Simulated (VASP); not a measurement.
A run of VASP 6.6.1 is set up as follows.

Contents of INCAR:

```
SYSTEM = Al2Cu
ALGO = Fast
EDIFF = 1E-7
ENCUT = 520
GGA = PE
ISIF = 2
ISMEAR = 0
LASPH = .True.
LCHARG = .True.
LELF = .True.
LREAL = .False.
LVHAR = .True.
LWAVE = .False.
NBANDS = 26
NELM = 80
PREC = Accurate
SIGMA = 0.15
```

KPOINTS

```
k-points
0
Gamma
  10 10 10
  0 0 0
```

The input POSCAR:

```
Al2Cu
1.0
   -2.9656500000      2.9656500000      2.5389500000
    2.9656500000     -2.9656500000      2.5389500000
    2.9656500000      2.9656500000     -2.5389500000
Al Cu
4 2
Direct
    0.1587211657      0.6587211657      0.8174423314
    0.6587211657      0.8412788343      0.5000000000
    0.8412788343      0.3412788343      0.1825576686
    0.3412788343      0.1587211657      0.5000000000
    0.7500000000      0.7500000000      0.0000000000
    0.2500000000      0.2500000000      0.0000000000
```

Potentials or basis: VASP PAW PBE potentials, release 64 (Al, Cu).

The run is started by

```console
$ cat potpaw_PBE.64/Al/POTCAR potpaw_PBE.64/Cu/POTCAR > POTCAR
$ mpirun -np 1 vasp_std > vasp.out
```

Problem. What does it give for the band gap on the k mesh?

Solution. Zero (bands 17 and 18 overlap by 3.77 eV).

Problem. What does it give for the largest force?

Solution. 0.163 eV/Å.

Stress tensor (GPa, compression positive):
```
 2.84  0.00  0.00
 0.00  2.84  0.00
 0.00  0.00 -3.80
```

Caveat: the stress differs along the axes, from -4 to 3 GPa.
